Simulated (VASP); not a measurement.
# PbF2 (Immm) in VASP: notebook, part 2 of 2

VASP 6.6.1. Earlier steps stand in the parts before.

**5. Single point, PBEsol (strain +0.0125 x Voigt [0, 0, 0, 0, 1, 0])**

INCAR reads:

```
PREC     = Accurate       # precision mode
ENCUT    = 520            # plane-wave cutoff, eV
EDIFF    = 1E-6           # SCF threshold, eV
ISMEAR   = 0              # smearing method
SIGMA    = 0.05           # smearing width, eV
LREAL    = False          # projectors in reciprocal space
LASPH    = True           # aspherical terms in the spheres
NELM     = 100            # most SCF steps
ALGO     = Normal         # electronic algorithm
ISIF     = 2              # what is computed and relaxed
LWAVE    = False          # write WAVECAR
LCHARG   = False          # write CHGCAR
GGA      = PS             # functional
NBANDS   = 21             # bands
```

KPOINTS reads:

```
regular mesh
0
Gamma
  8 8 8
```

POSCAR reads:

```
PbF2
1.0
    0.0185615625      2.9698500000      2.9698500000
    2.9884115625      0.0000000000      2.9884115625
    2.9698500000      2.9698500000      0.0185615625
Pb F
1 2
Direct
    0.0000000000      0.0000000000      0.0000000000
    0.2500000000      0.2500000000      0.2500000000
    0.7500000000      0.7500000000      0.7500000000
```

Potentials or basis: VASP PAW PBE potentials, release 64 (Pb_d, F).

Command:

```bash
$ cat potpaw_PBE.64/Pb_d/POTCAR potpaw_PBE.64/F/POTCAR > POTCAR
$ mpirun -np 1 vasp_std > vasp.out
```

OUTCAR:

```text
PREC = Accurate
   ENCUT = 520
   EDIFF = 1E-6
   ISMEAR = 0
   LREAL = False
   LASPH = True
   NELM = 100
   ISIF = 2
   GGA = PS

 ion  position               nearest neighbor table
   1  0.000  0.000  0.000-   3 2.56   3 2.56   2 2.56   2 2.56   3 2.58   3 2.58   2 2.58   2 2.58

   2  0.250  0.250  0.250-   1 2.56   1 2.56   1 2.58   1 2.58
   3  0.750  0.750  0.750-   1 2.56   1 2.56   1 2.58   1 2.58

  LATTYP: Found a body centered orthorhombic cell.
 ALAT       =     4.1737521348
 B/A-ratio  =     1.0125786164
 C/A-ratio  =     1.4231079873

  Lattice vectors:

 A1 = (   0.0185615625,  -2.9698500000,   2.9698500000)
 A2 = (  -0.0185615625,  -2.9698500000,  -2.9698500000)
 A3 = (   2.9698500000,   2.9698500000,   0.0185615625)

Analysis of symmetry for initial positions (statically):
=====================================================================
 Subroutine PRICEL returns:
 Original cell was already a primitive cell.

 Routine SETGRP: Setting up the symmetry group for a
 body centered orthorhombic supercell.

 Subroutine GETGRP returns: Found  8 space group operations
 (whereof  8 operations were pure point group operations)
 out of a pool of  8 trial point group operations.

The static configuration has the point symmetry D_2h.

Analysis of symmetry for dynamics (positions and initial velocities):
=====================================================================
 Subroutine PRICEL returns:
 Original cell was already a primitive cell.

 Routine SETGRP: Setting up the symmetry group for a
 body centered orthorhombic supercell.

 Subroutine GETGRP returns: Found  8 space group operations
 (whereof  8 operations were pure point group operations)
 out of a pool of  8 trial point group operations.

The dynamic configuration has the point symmetry D_2h.

 Subroutine INISYM returns: Found  8 space group operations
[... 109 lines left out ...]
   PSTRESS=    0.0 pullay stress
   NELECT =      28.0000    total number of electrons
   NUPDOWN=      -1.0000    fix difference up-down
   EMIN   =  10.00;   EMAX   =-10.00  energy-range for DOS
   EFERMI =   0.00;   METHOD = LEGACY
   ISMEAR =     0;   SIGMA  =   0.05  broadening in eV -4-tet -1-fermi 0-gaus
   EFERMI_NEDOS =   21; number of points for ismear=-14 and -15
   IALGO  =     38    algorithm
   IMIX   =      4    mixing-type and parameters
     AMIX     =   0.40;   BMIX     =  1.00
     AMIX_MAG =   1.60;   BMIX_MAG =  1.00
  volume/ion in A,a.u.               =      17.46       117.84
  Fermi-wavevector in a.u.,A,eV,Ry     =   1.328583  2.510658 24.016085  1.765132
  Thomas-Fermi vector in A             =   2.457810
   LORBIT       =      0    0 simple, 1 ext, 2 COOP (PROOUT), +10 PAW based schemes
   GGA     = PS    functional components
   LHFCALC =     F    Hartree Fock is set to
   AEXX    =    0.0000 exact exchange contribution
   IVDW    =     0    specifies the selected vdW correction
   LEPSILON=     F    determine dielectric tensor
   LRPA    =     F    only Hartree local field effects (RPA)
 non-spin polarized calculation
 Gauss-broadening in eV      SIGMA  =   0.05
  energy-cutoff  :      520.00
  volume of cell :       52.39
 maximum number of plane-waves:      1424
   NGX = 15   NGY = 15   NGZ = 15

 number of electron      28.0000010 magnetization

 Free energy of the ion-electron system (eV)
  ---------------------------------------------------
  ext. energy  EPLUGINS =         0.00000000
  ---------------------------------------------------
  free energy    TOTEN  =       -14.93131890 eV

  energy without entropy =      -14.93131890  energy(sigma->0) =      -14.93131890

 E-fermi :   1.9317     XC(G=0):  -9.6270

 val. band max:        1.6614460232   @ k =  -0.2500   0.5000   0.2500
 cond. band min:       5.9658553970   @ k =   0.5000   0.5000  -0.0000
 fundamental gap:      4.3044093738
 Fermi energy:         1.9316906479

 k-point     1 :       0.0000    0.0000    0.0000
  band No.  band energies     occupation
      1     -19.2652      2.00000
      2     -18.6352      2.00000
      3     -12.6973      2.00000
      4     -12.6960      2.00000
      5     -12.6945      2.00000
      6     -12.6350      2.00000
[... 565 lines left out ...]
     20      17.0385      0.00000
     21      18.2944      0.00000

 [... further k-points ...]
[... 5 lines left out ...]
  --------------------------------------------------------------------------------------
  -------------------------------------------------------------------------------------
  Total       -0.5616011     -0.5609501     -0.5616011      0.0000000      0.0000000     -0.1207107
  in kB      -17.1759979    -17.1560866    -17.1759979      0.0000000      0.0000000     -3.6918129
  external PRESSURE =     -17.1693608 kB  Pullay stress =       0.0000000 kB

 VOLUME and BASIS-vectors are now :
 -----------------------------------------------------------------------------
  energy-cutoff  :      520.00
  volume of cell :       52.39
      direct lattice vectors                 reciprocal lattice vectors
     0.018561562  2.969850000  2.969850000    -0.169417531  0.168358671  0.169417531
     2.988411563  0.000000000  2.988411563     0.167312965 -0.168358671  0.167312965
     2.969850000  2.969850000  0.018561562     0.169417531  0.168358671 -0.169417531

 POSITION                                       TOTAL-FORCE (eV/Angst)
 -----------------------------------------------------------------------------------
      0.00000      0.00000      0.00000        -0.000000     -0.000000      0.000000
      1.49421      1.48493      1.49421         0.000000     -0.028508      0.000000
      4.48262      4.45477      4.48262         0.000000      0.028508     -0.000000
 -----------------------------------------------------------------------------------
    total drift:                                0.000000     -0.000000      0.000000

  FREE ENERGIE OF THE ION-ELECTRON SYSTEM (eV)
  ---------------------------------------------------
  free  energy   TOTEN  =       -14.9313189043 eV

  energy  without entropy=      -14.9313189043  energy(sigma->0) =      -14.93131890
```

OSZICAR:

```text
N       E                     dE             d eps       ncg     rms          rms(c)
DAV:   1     0.297271268134E+03    0.29727E+03   -0.14601E+04  4019   0.152E+03
DAV:   2     0.103472398011E+02   -0.28692E+03   -0.26935E+03  4271   0.422E+02
DAV:   3    -0.158160687717E+02   -0.26163E+02   -0.25851E+02  4752   0.137E+02
DAV:   4    -0.165531950536E+02   -0.73713E+00   -0.73663E+00  4591   0.242E+01
DAV:   5    -0.165784672930E+02   -0.25272E-01   -0.25270E-01  5141   0.471E+00    0.718E+00
DAV:   6    -0.149595813429E+02    0.16189E+01   -0.73722E+00  5376   0.215E+01    0.265E+00
DAV:   7    -0.149423743044E+02    0.17207E-01   -0.39351E-01  4240   0.382E+00    0.152E+00
DAV:   8    -0.149328056362E+02    0.95687E-02   -0.96803E-02  4335   0.330E+00    0.514E-01
DAV:   9    -0.149299812816E+02    0.28244E-02   -0.18482E-02  5162   0.965E-01    0.101E-01
DAV:  10    -0.149313194803E+02   -0.13382E-02   -0.20696E-03  4095   0.431E-01    0.365E-02
DAV:  11    -0.149312999463E+02    0.19534E-04   -0.14481E-04  4716   0.128E-01    0.159E-02
DAV:  12    -0.149313193659E+02   -0.19420E-04   -0.72941E-05  4335   0.795E-02    0.123E-02
DAV:  13    -0.149313189498E+02    0.41616E-06   -0.23475E-05  4554   0.460E-02    0.374E-03
DAV:  14    -0.149313189043E+02    0.45413E-07   -0.16790E-06  3927   0.882E-03
   1 F= -.14931319E+02 E0= -.14931319E+02  d E =-.719076E-16
```

Wall time 46 s (1 thread of Intel Xeon 6975P-C (Granite Rapids), shared host); peak memory 0.23 GiB.

Results:

```
Free energy            : -14.9313 eV
Pressure               : -1.7 GPa
Largest force          : 0.029 eV/Å
Band gap on the k mesh : 4.30 eV (least direct gap 4.46 eV)
```

Forces on the atoms (eV/Å):
```
Pb   0.000  0.000  0.000
F    0.000 -0.029  0.000
F    0.000  0.029  0.000
```

Caveat: the cell differs from its parent crystal (strain +0.0125 x Voigt [0, 0, 0, 0, 1, 0]); the PAW data sets were made with another functional, which shifts forces and pressure a little; spin-orbit coupling is left out, which moves the levels of the heavy elements.

**6. Overview**

| cell | gap on the mesh (eV) | pressure (GPa) | largest force (eV/Å) |
| --- | --- | --- | --- |
| a = 4.201, b = 4.095 Å, angles 60.8, 61.7, 60.8°, 3 atoms | 4.27 | -1.5 | 0.12 |
| a = 4.200, b = 4.253 Å, angles 59.6, 59.2, 59.6°, 3 atoms | 4.30 | -1.7 | 0.06 |
| a = 4.200, b = 4.279 Å, angles 59.4, 58.8, 59.4°, 3 atoms | 4.29 | -1.6 | 0.09 |
| a = 4.200, b = 4.226 Å, angles 59.8, 59.6, 59.8°, 3 atoms | 4.30 | -1.7 | 0.03 |

Alike in all rows: task single point; level PBEsol; potentials or basis VASP PAW PBE potentials, release 64 (Pb_d, F); no spin polarisation; k mesh 8 × 8 × 8; cutoff (eV) 520; smearing gaussian 0.05 eV.

Caveats: the PAW data sets were made with another functional, which shifts forces and pressure a little; spin-orbit coupling is left out, which moves the levels of the heavy elements.

Total energies depend on the potentials used, so only differences within one code and one set of settings carry meaning.
